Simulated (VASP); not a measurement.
Wanted: the native input for a VASP 6.6.1 run.

```yaml
Task: single point
Functional: LDA
Potentials_or_basis: VASP PAW LDA potentials, release 64 (Sn_d, Te)
Cutoff: 520 eV
k_mesh: 11 × 11 × 11
Occupations: fermi-dirac, width 0.08 eV
Spin: no spin polarisation
Dipole_correction: no
Further_INCAR_settings: ALGO = Normal; EDIFF = 1e-06; NBANDS = 17
```

The structure of SnTe lies in POSCAR:

```
SnTe
1.0
    0.0000000000      3.1459430650      3.1459430650
    3.1459430650      0.0000000000      3.1459430650
    3.1459430650      3.1459430650      0.0000000000
Sn Te
1 1
Direct
    0.0000000000      0.0000000000      0.0000000000
    0.5000000000      0.5000000000      0.5000000000
```

This cell differs from its parent crystal: volume scaled by 0.99.

The input as run:

INCAR

```
  ALGO = Normal
  EDIFF = 1E-6
  ENCUT = 520
  ISIF = 2
  ISMEAR = -1
  LASPH = T
  LCHARG = F
  LREAL = F
  LWAVE = F
  NBANDS = 17
  NELM = 60
  PREC = Accurate
  SIGMA = 0.08
```

KPOINTS

```
k-points
0
Gamma
  11 11 11
```

Potentials or basis: VASP PAW LDA potentials, release 64 (Sn_d, Te).

Launch:

```sh
$ cat potpaw_LDA.64/Sn_d/POTCAR potpaw_LDA.64/Te/POTCAR > POTCAR
$ mpirun -np 1 vasp_std > vasp.out
```

It gave:

| Quantity | Value |
| --- | --- |
| Pressure | -1.3 GPa |

Wall time 50 s on 1 thread of Intel Xeon 6975P-C, on a shared host, peak memory 0.21 GiB.
